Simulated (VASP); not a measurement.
Runs of VASP 6.6.1 on Mo2Ir. The structure is that of space group Fd-3m (No. 227), or close to it. The cells are those of the table. 

```tsv
task	cell	k mesh	cutoff (eV)	gap on the mesh (eV)	pressure (GPa)
relaxation of cell and atoms	relaxed from a = 5.109 Å, angles 60.0°, 6 atoms	10 × 10 × 10	600	none	0.0
single point	a = 5.107 Å, angles 60.0°, 6 atoms	10 × 10 × 10	520	none	(a)
single point	a = 4.964 Å, angles 60.0°, 6 atoms	4 × 4 × 4	520	none	28.0
relaxation of cell and atoms	relaxed from a = 4.964 Å, angles 60.0°, 6 atoms	4 × 4 × 4	600	none	-0.3
single point	a = 5.109 Å, angles 60.0°, 6 atoms	4 × 4 × 4	520	none	0.7
```

Alike in all rows: level PBE; potentials or basis VASP PAW PBE potentials, release 64 (Mo_sv, Ir); no spin polarisation; smearing gaussian 0.1 eV.

Estimate the missing entries.

(a) 0.4.

Caveats: some runs use coarse meshes; spin-orbit coupling is left out, which moves the levels of the heavy elements; the relaxation stopped at its first step, so nothing moved (some runs).

A k mesh can miss the band edges, and the runs leave out spin-orbit coupling on Ir, Mo.

A gap of «none» marks levels without a gap at the run's occupations.
